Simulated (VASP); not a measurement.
# Zr (Fm-3m) in VASP: notebook, part 2 of 3

VASP 6.6.1.

## Step 3: Single point, PBE

This run uses another cell than the first one, of 23.19 Å³/atom.

Input file INCAR:

```
PREC = Accurate
ENCUT = 520
EDIFF = 1E-7
ISMEAR = 0
SIGMA = 0.1
LREAL = F
LASPH = T
NELM = 100
ALGO = Normal
ISIF = 2
LWAVE = F
LCHARG = F
GGA = PE
NBANDS = 12
```

Input file KPOINTS:

```
regular mesh
0
Gamma
  16 16 16
```

Input file POSCAR:

```
Zr
1.0
    0.0000000000      2.2634678849      2.2634678849
    2.2634678849      0.0000000000      2.2634678849
    2.2634678849      2.2634678849      0.0000000000
Zr
1
Direct
    0.0000000000      0.0000000000      0.0000000000
```

Potentials or basis: VASP PAW PBE potentials, release 64 (Zr_sv).

On the command line:

```bash
> cat potpaw_PBE.64/Zr_sv/POTCAR > POTCAR
> mpirun -np 1 vasp_std > vasp.out
```

OUTCAR:

```text
PREC = Accurate
   ENCUT = 520
   EDIFF = 1E-7
   ISMEAR = 0
   LREAL = F
   LASPH = T
   NELM = 100
   ISIF = 2
   GGA = PE

 ion  position               nearest neighbor table
   1  0.000  0.000  0.000-

  LATTYP: Found a face centered cubic cell.
 ALAT       =     4.5269357698

  Lattice vectors:

 A1 = (   0.0000000000,   2.2634678849,   2.2634678849)
 A2 = (   2.2634678849,   0.0000000000,   2.2634678849)
 A3 = (   2.2634678849,   2.2634678849,   0.0000000000)

Analysis of symmetry for initial positions (statically):
=====================================================================
 Subroutine PRICEL returns:
 Original cell was already a primitive cell.

 Routine SETGRP: Setting up the symmetry group for a
 face centered cubic supercell.

 Subroutine GETGRP returns: Found 48 space group operations
 (whereof 48 operations were pure point group operations)
 out of a pool of 48 trial point group operations.

The static configuration has the point symmetry O_h .

Analysis of symmetry for dynamics (positions and initial velocities):
=====================================================================
 Subroutine PRICEL returns:
 Original cell was already a primitive cell.

 Routine SETGRP: Setting up the symmetry group for a
 face centered cubic supercell.

 Subroutine GETGRP returns: Found 48 space group operations
 (whereof 48 operations were pure point group operations)
 out of a pool of 48 trial point group operations.

The dynamic configuration has the point symmetry O_h .

 Subroutine INISYM returns: Found 48 space group operations
 (whereof 48 operations are pure point group operations),
 and found     1 'primitive' translations

----------------------------------------------------------------------------------------

                                     Primitive cell
[... 113 lines left out ...]
   LORBIT       =      0    0 simple, 1 ext, 2 COOP (PROOUT), +10 PAW based schemes
   GGA     = PE    functional components
   LHFCALC =     F    Hartree Fock is set to
   AEXX    =    0.0000 exact exchange contribution
   IVDW    =     0    specifies the selected vdW correction
   LEPSILON=     F    determine dielectric tensor
   LRPA    =     F    only Hartree local field effects (RPA)
 non-spin polarized calculation
 Gauss-broadening in eV      SIGMA  =   0.10
  energy-cutoff  :      520.00
  volume of cell :       23.19
 maximum number of plane-waves:       637
   NGX = 11   NGY = 11   NGZ = 11

 number of electron      12.0000000 magnetization

 Free energy of the ion-electron system (eV)
  ---------------------------------------------------
  ext. energy  EPLUGINS =         0.00000000
  ---------------------------------------------------
  free energy    TOTEN  =        -8.48417726 eV

  energy without entropy =       -8.47442913  energy(sigma->0) =       -8.47930320

 E-fermi :   8.9335     XC(G=0): -11.0993

 val. band max:        8.9304368219   @ k =  -0.3125   0.3125   0.0625
 cond. band min:       8.9412595903   @ k =   0.2500   0.0000   0.0000
 fundamental gap:      0.0108227684
 Fermi energy:         8.9334713454

 k-point     1 :       0.0000    0.0000    0.0000
  band No.  band energies     occupation
      1     -39.7679      2.00000
      2     -17.2794      2.00000
      3     -17.2794      2.00000
      4     -17.2794      2.00000
      5       3.3716      2.00000
      6       9.9112      0.00000
      7       9.9112      0.00000
      8       9.9112      0.00000
      9      12.3338      0.00000
     10      12.3338      0.00000
     11      19.4341      0.00000
     12      23.6221      0.00000
[... 331 lines left out ...]
 k-point    24 :      -0.0625    0.0625    0.0000
  band No.  band energies     occupation
      1     -39.7539      2.00000
      2     -17.3740      2.00000
      3     -17.3066      2.00000
      4     -17.2857      2.00000
      5       3.7039      2.00000
      6       9.6032      0.00000
      7      10.0583      0.00000
      8      10.0834      0.00000
      9      12.0492      0.00000
     10      12.3281      0.00000
     11      20.1337      0.00000
     12      22.5714      0.00000

 [... further k-points ...]

------------------------ aborting loop because EDIFF is reached ----------------------------------------

  FORCE on cell =-STRESS in cart. coord.  units (eV):
  Direction    XX          YY          ZZ          XY          YZ          ZX
  --------------------------------------------------------------------------------------
  -------------------------------------------------------------------------------------
  Total        0.0026247      0.0026247      0.0026247      0.0000000     -0.0000000      0.0000000
  in kB        0.1813188      0.1813188      0.1813188      0.0000000     -0.0000000      0.0000000
  external PRESSURE =       0.1813188 kB  Pullay stress =       0.0000000 kB

 VOLUME and BASIS-vectors are now :
 -----------------------------------------------------------------------------
  energy-cutoff  :      520.00
  volume of cell :       23.19
      direct lattice vectors                 reciprocal lattice vectors
     0.000000000  2.263467885  2.263467885    -0.220899975  0.220899975  0.220899975
     2.263467885  0.000000000  2.263467885     0.220899975 -0.220899975  0.220899975
     2.263467885  2.263467885  0.000000000     0.220899975  0.220899975 -0.220899975

 POSITION                                       TOTAL-FORCE (eV/Angst)
 -----------------------------------------------------------------------------------
      0.00000      0.00000      0.00000         0.000000      0.000000     -0.000000
 -----------------------------------------------------------------------------------
    total drift:                                0.000000     -0.000000     -0.000000

  FREE ENERGIE OF THE ION-ELECTRON SYSTEM (eV)
  ---------------------------------------------------
  free  energy   TOTEN  =        -8.4841772633 eV

  energy  without entropy=       -8.4744291298  energy(sigma->0) =       -8.47930320
```

OSZICAR:

```text
N       E                     dE             d eps       ncg     rms          rms(c)
DAV:   1     0.876021632998E+02    0.87602E+02   -0.69054E+03  3480   0.997E+02
DAV:   2    -0.570660857464E+01   -0.93309E+02   -0.90800E+02  4076   0.270E+02
DAV:   3    -0.875371287618E+01   -0.30471E+01   -0.30102E+01  5348   0.412E+01
DAV:   4    -0.881975677590E+01   -0.66044E-01   -0.65799E-01  4008   0.565E+00
DAV:   5    -0.882139245544E+01   -0.16357E-02   -0.16356E-02  5120   0.625E-01    0.102E+01
DAV:   6    -0.853375457500E+01    0.28764E+00   -0.38060E-01  3824   0.571E+00    0.405E+00
DAV:   7    -0.848101899688E+01    0.52736E-01   -0.20142E-01  4144   0.397E+00    0.716E-01
DAV:   8    -0.848418509825E+01   -0.31661E-02   -0.12562E-02  4112   0.127E+00    0.907E-02
DAV:   9    -0.848418705596E+01   -0.19577E-05   -0.42271E-04  4488   0.178E-01    0.231E-02
DAV:  10    -0.848418231680E+01    0.47392E-05   -0.14503E-05  4096   0.392E-02    0.743E-03
DAV:  11    -0.848417742126E+01    0.48955E-05   -0.21218E-06  5128   0.120E-02    0.185E-03
DAV:  12    -0.848417727928E+01    0.14198E-06   -0.20560E-08  2688   0.152E-03    0.549E-04
DAV:  13    -0.848417726333E+01    0.15956E-07   -0.92365E-09  2132   0.920E-04
   1 F= -.84841773E+01 E0= -.84793032E+01  d E =-.974813E-02
```

stdout:

```text
POSCAR found type information on POSCAR Zr
 POSCAR found :  1 types and       1 ions
 scaLAPACK will be used
 LDA part: xc-table for (Slater+PW92), standard interpolation
 POSCAR, INCAR and KPOINTS ok, starting setup
 FFT: planning ... GRIDC
 FFT: planning ... GRID_SOFT
 FFT: planning ... GRID
 WAVECAR not read
 entering main loop
```

It took 34 s on 1 thread of Intel Xeon 8259CL, shared host; peak memory 0.16 GiB.

What came out:

```
Free energy            : -8.4842 eV
Pressure               : 0.0 GPa
Band gap on the k mesh : zero (bands 6 and 7 overlap by 1.37 eV)
```

Levels at points of the mesh, in eV from the Fermi level:
| k point | band 4 | band 5 | band 6 | band 7 | band 8 | band 9 |
| --- | --- | --- | --- | --- | --- | --- |
| (0.00, 0.00, 0.00) | -26.21 | -5.56 | 0.98 | 0.98 | 0.98 | 3.40 |
| (0.50, 0.00, 0.00) | -26.34 | -2.95 | 0.80 | 0.80 | 1.11 | 5.19 |
| (0.50, 0.50, 0.00) | -26.56 | -2.99 | -2.19 | 3.01 | 5.19 | 5.70 |

(Part 2 of 3 ends here.)
